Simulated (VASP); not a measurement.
# CuI (P6_3/mmc) in VASP: single point with PBE

Aim: the single point of CuI with PBE.

All numbers are computed with VASP 6.6.1; they aren't measurements. Logs are shortened: lines on timing, memory, paths and dates and some standing lists are left out, and cuts for length are marked.

**1. The cell of the first run**

It takes space group P6_3/mmc (No. 194, hexagonal). Conventional cell: a = 4.376 Å, b = 4.376 Å, c = 7.254 Å, α = 90.00°, β = 90.00°, γ = 120.00°. Within 3.3 Å of Cu (site symmetry -6m2) lie 3 I at 2.53 Å. I (site symmetry -6m2) has 3 Cu at 2.53 Å within 3.3 Å.

**2. Single point, PBE, non-collinear spin, zero start, spin-orbit coupling**

Contents of INCAR:

```
ALGO = Normal
EDIFF = 1E-6
ENCUT = 520
GGA = PE
GGA_COMPAT = False
ISIF = 2
ISMEAR = -1
LASPH = True
LCHARG = False
LMAXMIX = 4
LORBIT = 11
LORBMOM = True
LREAL = False
LSORBIT = True
LWAVE = False
MAGMOM = 0 0 0 0 0 0 0 0 0 0 0 0
NBANDS = 50
NELM = 150
PREC = Accurate
SIGMA = 0.02
```

Contents of KPOINTS:

```
k-points
0
Gamma
  6 6 4
```

Contents of POSCAR:

```
CuI
1.0
    4.3755374598      0.0000000000      0.0000000000
   -2.1877687299      3.7893265954      0.0000000000
    0.0000000000      0.0000000000      7.2537939909
Cu I
2 2
Direct
    0.3333333333      0.6666666667      0.2500000000
    0.6666666667      0.3333333333      0.7500000000
    0.6666666667      0.3333333333      0.2500000000
    0.3333333333      0.6666666667      0.7500000000
```

Potentials or basis: VASP PAW PBE potentials, release 64 (Cu, I).

Run with:

```console
$ cat potpaw_PBE.64/Cu/POTCAR potpaw_PBE.64/I/POTCAR > POTCAR
$ mpirun -np 1 vasp_ncl > vasp.out
```

OUTCAR:

```text
EDIFF = 1E-6
   ENCUT = 520
   GGA = PE
   ISIF = 2
   ISMEAR = -1
   LASPH = True
   LORBIT = 11
   LREAL = False
   LSORBIT = True
   NELM = 150
   PREC = Accurate

 ion  position               nearest neighbor table
   1  0.333  0.667  0.250-   3 2.53   3 2.53   3 2.53
   2  0.667  0.333  0.750-   4 2.53   4 2.53   4 2.53
   3  0.667  0.333  0.250-   1 2.53   1 2.53   1 2.53
   4  0.333  0.667  0.750-   2 2.53   2 2.53   2 2.53

  LATTYP: Found a hexagonal cell.
 ALAT       =     4.3755374598
 C/A-ratio  =     1.6578063969

  Lattice vectors:

 A1 = (   4.3755374598,   0.0000000000,   0.0000000000)
 A2 = (  -2.1877687299,   3.7893265954,   0.0000000000)
 A3 = (   0.0000000000,   0.0000000000,   7.2537939909)

Analysis of symmetry for initial positions (statically):
=====================================================================
 Subroutine PRICEL returns:
 Original cell was already a primitive cell.

 Routine SETGRP: Setting up the symmetry group for a
 hexagonal supercell.

 Subroutine GETGRP returns: Found 24 space group operations
 (whereof 12 operations were pure point group operations)
 out of a pool of 24 trial point group operations.

The static configuration has the point symmetry D_3d.
 The point group associated with its full space group is D_6h.

Analysis of symmetry for dynamics (positions and initial velocities):
=====================================================================
 Subroutine PRICEL returns:
 Original cell was already a primitive cell.

 Routine SETGRP: Setting up the symmetry group for a
 hexagonal supercell.

 Subroutine GETGRP returns: Found 24 space group operations
 (whereof 12 operations were pure point group operations)
 out of a pool of 24 trial point group operations.

The dynamic configuration has the point symmetry D_3d.
 The point group associated with its full space group is D_6h.

Analysis of structural, dynamic, and magnetic symmetry:
=====================================================================
 Subroutine PRICEL returns:
 Original cell was already a primitive cell.

 Routine SETGRP: Setting up the symmetry group for a
 hexagonal supercell.

 Subroutine GETGRP returns: Found 24 space group operations
 (whereof 12 operations were pure point group operations)
 out of a pool of 24 trial point group operations.

The overall configuration has the point symmetry D_3d.
 The point group associated with its full space group is D_6h.

 Subroutine INISYM returns: Found 24 space group operations
 (whereof 12 operations are pure point group operations),
 and found     1 'primitive' translations

----------------------------------------------------------------------------------------

                                     Primitive cell

  volume of cell :     120.2704

  direct lattice vectors                    reciprocal lattice vectors
     4.375537460  0.000000000  0.000000000     0.228543352  0.131949566  0.000000000
    -2.187768730  3.789326595  0.000000000     0.000000000  0.263899132  0.000000000
     0.000000000  0.000000000  7.253793991     0.000000000  0.000000000  0.137858892

  length of vectors
     4.375537460  4.375537460  7.253793991     0.263899132  0.263899132  0.137858892

  position of ions in fractional coordinates (direct lattice)
     0.333333333  0.666666667  0.250000000
     0.666666667  0.333333333  0.750000000
     0.666666667  0.333333333  0.250000000
     0.333333333  0.666666667  0.750000000

  ion indices of the primitive-cell ions
   primitive index   ion index
                 1           1
                 2           2
                 3           3
                 4           4

----------------------------------------------------------------------------------------

 KPOINTS: k-points

[... 107 lines left out ...]

 Free energy of the ion-electron system (eV)
  ---------------------------------------------------
  ext. energy  EPLUGINS =         0.00000000
  ---------------------------------------------------
  free energy    TOTEN  =       -11.06108787 eV

  energy without entropy =      -11.06108787  energy(sigma->0) =      -11.06108787

 E-fermi :   4.1614     XC(G=0):  -8.5389

 val. band max:        3.7545025288   @ k =   0.0000   0.0000   0.0000
 cond. band min:       4.8814380066   @ k =   0.0000   0.0000   0.0000
 fundamental gap:      1.1269354778
 Fermi energy:         4.1614007479

 k-point     1 :       0.0000    0.0000    0.0000
  band No.  band energies     occupation
      1     -10.0854      1.00000
      2     -10.0854      1.00000
      3      -9.7237      1.00000
      4      -9.7237      1.00000
      5      -0.9749      1.00000
      6      -0.9749      1.00000
[... 1060 lines left out ...]
     47       9.4826      0.00000
     48       9.4826      0.00000
 [bands above 48 left out]

------------------------ aborting loop because EDIFF is reached ----------------------------------------

  FORCE on cell =-STRESS in cart. coord.  units (eV):
  Direction    XX          YY          ZZ          XY          YZ          ZX
  --------------------------------------------------------------------------------------
  -------------------------------------------------------------------------------------
  Total        1.0139034      1.0139034      0.5373138      0.0000000     -0.0000000      0.0000000
  in kB       13.5066766     13.5066766      7.1578059      0.0000000     -0.0000000      0.0000000
  external PRESSURE =      11.3903864 kB  Pullay stress =       0.0000000 kB

 VOLUME and BASIS-vectors are now :
 -----------------------------------------------------------------------------
  energy-cutoff  :      520.00
  volume of cell :      120.27
      direct lattice vectors                 reciprocal lattice vectors
     4.375537460  0.000000000  0.000000000     0.228543352  0.131949566  0.000000000
    -2.187768730  3.789326595  0.000000000     0.000000000  0.263899132  0.000000000
     0.000000000  0.000000000  7.253793991     0.000000000  0.000000000  0.137858892

 POSITION                                       TOTAL-FORCE (eV/Angst)
 -----------------------------------------------------------------------------------
     -0.00000      2.52622      1.81345        -0.000000      0.000000      0.000000
      2.18777      1.26311      5.44035        -0.000000     -0.000000     -0.000000
      2.18777      1.26311      1.81345         0.000000      0.000000      0.000000
     -0.00000      2.52622      5.44035        -0.000000      0.000000      0.000000
 -----------------------------------------------------------------------------------
    total drift:                                0.000000     -0.000000      0.000000

  FREE ENERGIE OF THE ION-ELECTRON SYSTEM (eV)
  ---------------------------------------------------
  free  energy   TOTEN  =       -11.0610878704 eV

  energy  without entropy=      -11.0610878704  energy(sigma->0) =      -11.06108787

 orbital moment (x)

 # of ion     p       d       tot
 ----------------------------------------
  1        -0.000  -0.000  -0.000
  2        -0.000   0.000   0.000
  3        -0.000  -0.000  -0.000
  4        -0.000   0.000  -0.000
 ----------------------------------------
           -0.000  -0.000  -0.000

 orbital moment (y)

 # of ion     p       d       tot
 ----------------------------------------
  1         0.000   0.000   0.000
  2         0.000   0.000   0.000
  3        -0.000   0.000  -0.000
  4         0.000   0.000   0.000
 ----------------------------------------
           -0.000   0.000   0.000

 orbital moment (z)

 # of ion     p       d       tot
 ----------------------------------------
  1        -0.000   0.000  -0.000
  2        -0.000   0.000  -0.000
  3         0.000   0.000   0.000
  4         0.000   0.000   0.000
 ----------------------------------------
           -0.000   0.000  -0.000

 Spin-Orbit-Coupling matrix elements

 Ion:    1  E_soc:     -0.0097025
 l=   1
     0.0000000    -0.0003538    -0.0004537
    -0.0003538     0.0000000    -0.0003538
    -0.0004537    -0.0003538     0.0000000
 l=   2
     0.0000000    -0.0002615     0.0000000    -0.0002615    -0.0010342
    -0.0002615     0.0000000    -0.0006813    -0.0002470    -0.0002615
     0.0000000    -0.0006813     0.0000000    -0.0006813     0.0000000
    -0.0002615    -0.0002470    -0.0006813     0.0000000    -0.0002615
    -0.0010342    -0.0002615     0.0000000    -0.0002615     0.0000000
 l=   3
     0.0000000     0.0000000     0.0000000     0.0000000     0.0000000     0.0000000     0.0000000
     0.0000000     0.0000000     0.0000000     0.0000000     0.0000000     0.0000000     0.0000000
     0.0000000     0.0000000     0.0000000     0.0000000     0.0000000     0.0000000     0.0000000
     0.0000000     0.0000000     0.0000000     0.0000000     0.0000000     0.0000000     0.0000000
[... 49 lines left out ...]
 l=   2
     0.0000000    -0.0000238     0.0000000    -0.0000238    -0.0002009
    -0.0000238     0.0000000    -0.0000541    -0.0000139    -0.0000238
     0.0000000    -0.0000541     0.0000000    -0.0000541     0.0000000
    -0.0000238    -0.0000139    -0.0000541     0.0000000    -0.0000238
    -0.0002009    -0.0000238     0.0000000    -0.0000238     0.0000000
 l=   3
     0.0000000     0.0000000     0.0000000     0.0000000     0.0000000     0.0000000     0.0000000
     0.0000000     0.0000000     0.0000000     0.0000000     0.0000000     0.0000000     0.0000000
     0.0000000     0.0000000     0.0000000     0.0000000     0.0000000     0.0000000     0.0000000
     0.0000000     0.0000000     0.0000000     0.0000000     0.0000000     0.0000000     0.0000000
     0.0000000     0.0000000     0.0000000     0.0000000     0.0000000     0.0000000     0.0000000
     0.0000000     0.0000000     0.0000000     0.0000000     0.0000000     0.0000000     0.0000000
     0.0000000     0.0000000     0.0000000     0.0000000     0.0000000     0.0000000     0.0000000

 total charge

# of ion       s       p       d       tot
------------------------------------------
    1        0.347   0.250   9.339   9.936
    2        0.347   0.250   9.339   9.936
    3        1.490   2.783   0.051   4.324
    4        1.490   2.783   0.051   4.324
--------------------------------------------------
tot          3.674   6.064  18.780  28.519

 magnetization (x)

# of ion       s       p       d       tot
------------------------------------------
    1        0.000   0.000   0.000   0.000
    2        0.000   0.000   0.000   0.000
    3        0.000   0.000   0.000   0.000
    4        0.000   0.000   0.000   0.000
--------------------------------------------------
tot          0.000   0.000   0.000   0.000

 magnetization (y)

# of ion       s       p       d       tot
------------------------------------------
    1        0.000   0.000   0.000   0.000
    2        0.000   0.000   0.000   0.000
    3        0.000   0.000   0.000   0.000
    4        0.000   0.000   0.000   0.000
--------------------------------------------------
tot          0.000   0.000   0.000   0.000

 magnetization (z)

# of ion       s       p       d       tot
------------------------------------------
    1        0.000   0.000   0.000   0.000
    2        0.000   0.000   0.000   0.000
    3        0.000   0.000   0.000   0.000
    4        0.000   0.000   0.000   0.000
--------------------------------------------------
tot          0.000   0.000   0.000   0.000
```

Run time: 5.5 min. Hardware: 1 thread of Intel Xeon Platinum 8259CL at 2.50GHz (Skylake/Cascade Lake), shared host; peak memory 0.62 GiB.

Results:

```yaml
Free_energy: -11.0611 eV
Pressure: 1.1 GPa
Net_moment: 0.00 μB per cell
Valence_electrons_inside_the_program's_atomic_spheres: Cu 9.94; I 4.32
```

Moments on the atoms (μB; x, y, z):
```
Cu  0.00 0.00 0.00
Cu  0.00 0.00 0.00
I   0.00 0.00 0.00
I   0.00 0.00 0.00
```
